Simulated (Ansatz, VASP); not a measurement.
**One calculation of Si, two programs**

```
CELL_PARAMETERS angstrom
0.00000 5.43000 5.43000
5.43000 0.00000 5.43000
5.43000 5.43000 0.00000
ATOMIC_POSITIONS crystal
Si 0.00104 0.99898 0.99982
Si 0.12290 0.12823 0.12097
Si 0.99554 0.00192 0.50111
Si 0.12287 0.12819 0.62760
Si 0.00087 0.50053 0.99971
Si 0.12506 0.62510 0.12484
Si 0.00081 0.50047 0.49873
Si 0.12263 0.62192 0.62759
Si 0.50309 0.00260 0.99237
Si 0.62879 0.12865 0.12108
Si 0.50306 0.00262 0.50162
Si 0.62688 0.12527 0.62377
Si 0.49891 0.50086 0.99994
Si 0.62853 0.62233 0.12110
Si 0.50275 0.49390 0.50150
Si 0.62846 0.62233 0.62770
Si 0.37701 0.87530 0.37365
```

Alike in both runs: functional PBE; k mesh 2 × 2 × 2; occupations gaussian, width 0.05 eV; no spin polarisation.

Ansatz relaxed the structure, and its values are those at the end. VASP's run is a single point on that final structure, the one shown.

```csv
,VASP,Ansatz
version,VASP 6.6.1,Ansatz 0.2.0
potentials or method,"VASP PAW PBE potentials, release 64 (Si), cutoff 400 eV","scalar-relativistic, plane waves, PAW"
valence electrons in the cell,68,68
```

```tsv
	VASP	Ansatz	Ansatz less VASP
rms of the force components (eV/Å)	0.012	0.012	+0.0002
```

The k mesh is coarse, so the values compare programs but aren't converged.
